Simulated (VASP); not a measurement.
Here is a VASP 6.6.1 calculation.

The input INCAR:

```
PREC     = Accurate       # precision mode
ENCUT    = 700            # plane-wave cutoff, eV
EDIFF    = 1E-6           # SCF threshold, eV
ISMEAR   = 1              # smearing method
SIGMA    = 0.1            # smearing width, eV
LREAL    = False          # projectors in reciprocal space
LASPH    = True           # aspherical terms in the spheres
NELM     = 120            # most SCF steps
ALGO     = Normal         # electronic algorithm
ISIF     = 2              # what is computed and relaxed
LWAVE    = False          # write WAVECAR
LCHARG   = False          # write CHGCAR
NBANDS   = 46             # bands
GGA_COMPAT= False
```

File KPOINTS:

```
Automatic mesh
0
Gamma
  11 11 3
```

File POSCAR:

```
Cu
1.0
    2.4812011703      0.0000000000      0.0000000000
   -1.2406005852      2.1487832454      0.0000000000
    0.0000000000      0.0000000000      8.1549188725
Cu
4
Direct
    0.0000000000      0.0000000000      0.0000000000
    0.0000000000      0.0000000000      0.5000000000
    0.3333333333      0.6666666667      0.2500000000
    0.6666666667      0.3333333333      0.7500000000
```

Potentials or basis: VASP PAW LDA potentials, release 64 (Cu_sv_GW).

The run is started by

```console
$ cat potpaw_LDA.64/Cu_sv_GW/POTCAR > POTCAR
$ mpirun -np 1 vasp_std > vasp.out
```

Problem. Predict the band gap on the k mesh.

Solution. Zero (band 38 reaches 11.10 eV, above the bottom of band 39 at 6.44 eV).

Problem. Estimate the pressure.

Solution. -4.4 GPa.
